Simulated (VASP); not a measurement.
A run of VASP 6.6.1:

The input INCAR:

```
SYSTEM = Sc5AlN6
PREC = Accurate
ENCUT = 520
EDIFF = 1E-6
ISMEAR = 0
SIGMA = 0.01
LREAL = .FALSE.
LASPH = .TRUE.
NELM = 60
ALGO = Normal
ISIF = 2
LWAVE = .FALSE.
LCHARG = .TRUE.
GGA = PS
LELF = .TRUE.
LVHAR = .TRUE.
NBANDS = 56
```

The input KPOINTS:

```
regular mesh
0
G
  12 12 4
  0 0 0
```

Contents of POSCAR:

```
Sc5AlN6
1.0
    3.1604587000      0.0000000000      0.0000000000
    0.0000000000      3.1604587000      0.0000000000
    0.0000000000      0.0000000000     13.2943238000
Sc Al N
5 1 6
Direct
    0.0000000000      0.0000000000      0.6587730000
    0.0000000000      0.0000000000      0.3412270000
    0.5000000000      0.5000000000      0.1706020000
    0.0000000000      0.0000000000      0.0000000000
    0.5000000000      0.5000000000      0.8293980000
    0.5000000000      0.5000000000      0.5000000000
    0.0000000000      0.0000000000      0.5000000000
    0.5000000000      0.5000000000      0.3440950000
    0.0000000000      0.0000000000      0.1699400000
    0.5000000000      0.5000000000      0.0000000000
    0.0000000000      0.0000000000      0.8300600000
    0.5000000000      0.5000000000      0.6559050000
```

Potentials or basis: VASP PAW PBE potentials, release 64 (Sc_sv, Al, N).

Command:

```sh
$ cat potpaw_PBE.64/Sc_sv/POTCAR potpaw_PBE.64/Al/POTCAR potpaw_PBE.64/N/POTCAR > POTCAR
$ mpirun -np 1 vasp_std > vasp.out
```

Hardware: 1 thread of Intel(R) Xeon(R) 6975P-C (Granite Rapids), on a shared host.

Question: How long does it take, and how much memory?

Answer: Run time: 4.9 min on 1 thread of Intel(R) Xeon(R) 6975P-C (Granite Rapids), with other jobs on the host, peak memory 0.55 GiB. Counts: scf iterations 16, k points 84.
